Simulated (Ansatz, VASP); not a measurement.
This is a calculation of KF for VASP 6.6.1.

Contents of INCAR:

```
ALGO     = Normal         # electronic algorithm
EDIFF    = 1E-6           # SCF threshold, eV
ENCUT    = 520            # plane-wave cutoff, eV
GGA      = RP             # functional
ISIF     = 2              # what is computed and relaxed
ISMEAR   = 0              # smearing method
LASPH    = T              # aspherical terms in the spheres
LCHARG   = F              # write CHGCAR
LREAL    = F              # projectors in reciprocal space
LWAVE    = F              # write WAVECAR
NBANDS   = 15             # bands
NELM     = 100            # most SCF steps
PREC     = Accurate       # precision mode
SIGMA    = 0.05           # smearing width, eV
```

KPOINTS

```
k-points
0
Gamma
  8 8 8
```

POSCAR

```
KF
1.0
    3.2589550000      0.0000000000      0.0000000000
    0.0000000000      3.2589550000      0.0000000000
    0.0000000000      0.0000000000      3.2589550000
K F
1 1
Direct
    0.0000000000      0.0000000000      0.0000000000
    0.5000000000      0.5000000000      0.5000000000
```

Potentials or basis: VASP PAW PBE potentials, release 64 (K_sv, F).

Command:

```console
$ cat potpaw_PBE.64/K_sv/POTCAR potpaw_PBE.64/F/POTCAR > POTCAR
$ mpirun -np 1 vasp_std > vasp.out
```

**Question.** Translate it to Ansatz 0.2.0. Potentials there: all-electron LAPW, scalar-relativistic.

**Answer.** As run (the cutoff follows the program's own potentials):

File input.yaml:

```yaml
crystal:
  lattice:
    - [3.258955, 0.0, 0.0]
    - [0.0, 3.258955, 0.0]
    - [0.0, 0.0, 3.258955]
  atoms:
    - { symbol: K, position: [0.0, 0.0, 0.0] }
    - { symbol: F, position: [0.5, 0.5, 0.5] }
kpoints:
  mp_grid: { grid: [8, 8, 8] }
scf:
  occupations: { method: gaussian, width: 0.05 }
hamiltonian:
  xc: rpbe
  pseudopotentials: { kind: all_electron, lapw: { basis_error: 0.001 } }
output:
  forces: true
  stress: true
  eigenvalues: true
```

Potentials or basis: all-electron LAPW, scalar-relativistic.

Command:

```sh
$ ansatz run input.yaml --threads 1 --pin off --max-ram 3072MiB --backend cpu --events-out ev --progress --plain --runs-dir out
```

Both were run:

|  | VASP | Ansatz | Ansatz less VASP |
| --- | --- | --- | --- |
| gap on the k mesh at the Fermi level (eV) | 6.56 | 6.57 | +0.008 |
| least direct gap on the mesh (eV) | 6.61 | 6.62 | +0.007 |
| pressure (GPa) | 3.2 | 3.2 | +0.01 |

VASP's potentials were made for PBE, not for RPBE. Ansatz ran all-electron here, and VASP with PAW potentials.
